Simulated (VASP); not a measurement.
# B2P3 (P6/mmm) in VASP: notebook, part 2 of 2

VASP 6.6.1. The steps go on from the part before.

**3. Relaxation of cell and atoms, PBE**

This run uses another cell than the first one, of 13.80 Å³/atom.

The input, INCAR:

```
SYSTEM = B2P3
ALGO = Normal
EDIFF = 1E-7
EDIFFG = -0.01
ENCUT = 600
GGA = PE
IBRION = 2
ISIF = 3
ISMEAR = 0
LASPH = .TRUE.
LCHARG = .FALSE.
LREAL = .FALSE.
LWAVE = .FALSE.
NELM = 80
NSW = 100
PREC = Accurate
SIGMA = 0.1
```

The input, KPOINTS:

```
k-points
0
G
  12 12 12
  0 0 0
```

The input, POSCAR:

```
B2P3
1.0
    5.0790975506      0.0000000000      0.0000000000
   -2.5395487753      4.3986275071      0.0000000000
    0.0000000000      0.0000000000      3.0876097137
B P
2 3
Direct
    0.0000000000      0.0000000000      0.5000000000
    0.0000000000      0.0000000000      0.0000000000
    0.5000000000      0.0000000000      0.5000000000
    0.0000000000      0.5000000000      0.5000000000
    0.5000000000      0.5000000000      0.5000000000
```

Potentials or basis: VASP PAW PBE potentials, release 64 (B, P).

Started as:

```bash
cat potpaw_PBE.64/B/POTCAR potpaw_PBE.64/P/POTCAR > POTCAR
mpirun -np 1 vasp_std > vasp.out
```

OUTCAR:

```text
SYSTEM = B2P3
   EDIFF = 1E-7
   EDIFFG = -0.01
   ENCUT = 600
   GGA = PE
   IBRION = 2
   ISIF = 3
   ISMEAR = 0
   LASPH = .TRUE.
   LREAL = .FALSE.
   NELM = 80
   NSW = 100
   PREC = Accurate

 ion  position               nearest neighbor table
   1  0.000  0.000  0.500-   2 1.54   2 1.54   5 2.54   4 2.54   4 2.54   5 2.54   3 2.54   3 2.54

   2  0.000  0.000  0.000-   1 1.54   1 1.54
   3  0.500  0.000  0.500-   4 2.54   5 2.54   5 2.54   4 2.54   1 2.54   1 2.54
   4  0.000  0.500  0.500-   1 2.54   3 2.54   1 2.54   3 2.54   5 2.54   5 2.54
   5  0.500  0.500  0.500-   1 2.54   3 2.54   3 2.54   1 2.54   4 2.54   4 2.54

  LATTYP: Found a hexagonal cell.
 ALAT       =     5.0790975506
 C/A-ratio  =     0.6079051806

  Lattice vectors:

 A1 = (   5.0790975506,   0.0000000000,   0.0000000000)
 A2 = (  -2.5395487753,   4.3986275071,   0.0000000000)
 A3 = (   0.0000000000,   0.0000000000,   3.0876097137)

Analysis of symmetry for initial positions (statically):
=====================================================================
 Subroutine PRICEL returns:
 Original cell was already a primitive cell.

 Routine SETGRP: Setting up the symmetry group for a
 hexagonal supercell.

 Subroutine GETGRP returns: Found 24 space group operations
 (whereof 24 operations were pure point group operations)
 out of a pool of 24 trial point group operations.

The static configuration has the point symmetry D_6h.

Analysis of symmetry for dynamics (positions and initial velocities):
=====================================================================
 Subroutine PRICEL returns:
 Original cell was already a primitive cell.

 Routine SETGRP: Setting up the symmetry group for a
 hexagonal supercell.

 Subroutine GETGRP returns: Found 24 space group operations
 (whereof 24 operations were pure point group operations)
 out of a pool of 24 trial point group operations.

The dynamic configuration has the point symmetry D_6h.

 Subroutine INISYM returns: Found 24 space group operations
 (whereof 24 operations are pure point group operations),
[... 190 lines left out ...]

 number of electron      20.9999997 magnetization

 Free energy of the ion-electron system (eV)
  ---------------------------------------------------
  ext. energy  EPLUGINS =         0.00000000
  ---------------------------------------------------
  free energy    TOTEN  =       -24.79919781 eV

  energy without entropy =      -24.78551597  energy(sigma->0) =      -24.79235689

 E-fermi :   6.7383     XC(G=0): -10.6839

 val. band max:        6.7314352342   @ k =   0.3333  -0.0000   0.0833
 cond. band min:       6.7392451017   @ k =   0.5000   0.0000   0.0833
 fundamental gap:      0.0078098675
 Fermi energy:         6.7383177213

 k-point     1 :       0.0000    0.0000    0.0000
  band No.  band energies     occupation
      1      -8.1299      2.00000
      2      -1.9573      2.00000
      3      -1.9573      2.00000
      4      -1.8288      2.00000
      5      -0.5014      2.00000
      6      -0.2231      2.00000
      7      -0.2231      2.00000
      8       2.3481      2.00000
      9       7.2582      0.00000
     10       9.2104      0.00000
     11       9.2104      0.00000
     12      10.2993      0.00000
     13      10.3025      0.00000
     14      10.3025      0.00000
[... 377 lines left out ...]
      1      -7.2876      2.00000
      2      -4.9407      2.00000
      3      -2.7578      2.00000
      4      -2.6546      2.00000
      5       1.8181      2.00000
      6       2.1410      2.00000
      7       2.2686      2.00000
      8       4.1245      2.00000
      9       5.9929      2.00000
     10       6.7314      1.07754
     11       6.8009      0.37632
     12       8.4630      0.00000
     13       9.3002      0.00000
     14       9.8838      0.00000

 [... further k-points ...]

------------------------ aborting loop because EDIFF is reached ----------------------------------------

  FORCE on cell =-STRESS in cart. coord.  units (eV):
  Direction    XX          YY          ZZ          XY          YZ          ZX
  --------------------------------------------------------------------------------------
  -------------------------------------------------------------------------------------
  Total       -0.0298349     -0.0298349     -0.0287132     -0.0000000      0.0000000      0.0000000
  in kB       -0.6912971     -0.6912971     -0.6653064     -0.0000000      0.0000000      0.0000000
  external PRESSURE =      -0.6826335 kB  Pullay stress =       0.0000000 kB

 VOLUME and BASIS-vectors are now :
 -----------------------------------------------------------------------------
  energy-cutoff  :      600.00
  volume of cell :       69.15
      direct lattice vectors                 reciprocal lattice vectors
     5.082009555  0.000000000  0.000000000     0.196772554  0.113606687  0.000000000
    -2.541004777  4.401149377  0.000000000    -0.000000000  0.227213374  0.000000000
     0.000000000 -0.000000000  3.091501952     0.000000000 -0.000000000  0.323467368

 POSITION                                       TOTAL-FORCE (eV/Angst)
 -----------------------------------------------------------------------------------
      0.00000     -0.00000      1.54575        -0.000000      0.000000      0.000000
      0.00000      0.00000      0.00000        -0.000000      0.000000      0.000000
      2.54100     -0.00000      1.54575        -0.000000     -0.000000      0.000000
     -1.27050      2.20057      1.54575        -0.000000      0.000000      0.000000
      1.27050      2.20057      1.54575         0.000000     -0.000000      0.000000
 -----------------------------------------------------------------------------------
    total drift:                                0.000000     -0.000000      0.000000

  FREE ENERGIE OF THE ION-ELECTRON SYSTEM (eV)
  ---------------------------------------------------
  free  energy   TOTEN  =       -24.7991978100 eV

  energy  without entropy=      -24.7855159701  energy(sigma->0) =      -24.79235689

 reached required accuracy - stopping structural energy minimisation
```

CONTCAR:

```text
B2P3
   1.00000000000000
     5.0820095549503375    0.0000000000000000    0.0000000000000000
    -2.5410047774751687    4.4011493768432901    0.0000000000000000
     0.0000000000000000   -0.0000000000000000    3.0915019524963991
  B               P
     2     3
Direct
     0.0000000000000000    0.0000000000000000    0.5000000000000000
     0.0000000000000000    0.0000000000000000    0.0000000000000000
     0.5000000000000000    0.0000000000000000    0.5000000000000000
     0.0000000000000000    0.5000000000000000    0.5000000000000000
     0.5000000000000000    0.5000000000000000    0.5000000000000000

  0.00000000E+00  0.00000000E+00  0.00000000E+00
  0.00000000E+00  0.00000000E+00  0.00000000E+00
  0.00000000E+00  0.00000000E+00  0.00000000E+00
  0.00000000E+00  0.00000000E+00  0.00000000E+00
  0.00000000E+00  0.00000000E+00  0.00000000E+00
```

It took 4.4 min on 1 thread of Intel Xeon Platinum 8259CL at 2.50GHz (Skylake/Cascade Lake), shared host; peak memory 0.3 GiB.

What came out:

* Free energy: -24.7992 eV
* Relaxed volume: 13.83 Å³/atom
* Relaxed cell: a = 5.082 Å, b = 5.082 Å, c = 3.092 Å, α = 90.00°, β = 90.00°, γ = 120.00°
* Space group after relaxing (to 0.1 Å): P6/mmm (No. 191)
* Energy gained by relaxing: 0.0 meV/atom
* Ionic steps: 2
* Pressure after relaxing: -0.1 GPa
* Band gap on the k mesh: zero (an odd number of electrons rules out a gap without spin polarisation)

Final structure:
```
CELL_PARAMETERS angstrom
5.08201 0.00000 0.00000
-2.54100 4.40115 0.00000
0.00000 0.00000 3.09150
ATOMIC_POSITIONS crystal
B 0.00000 0.00000 0.50000
B 0.00000 0.00000 0.00000
P 0.50000 0.00000 0.50000
P 0.00000 0.50000 0.50000
P 0.50000 0.50000 0.50000
```
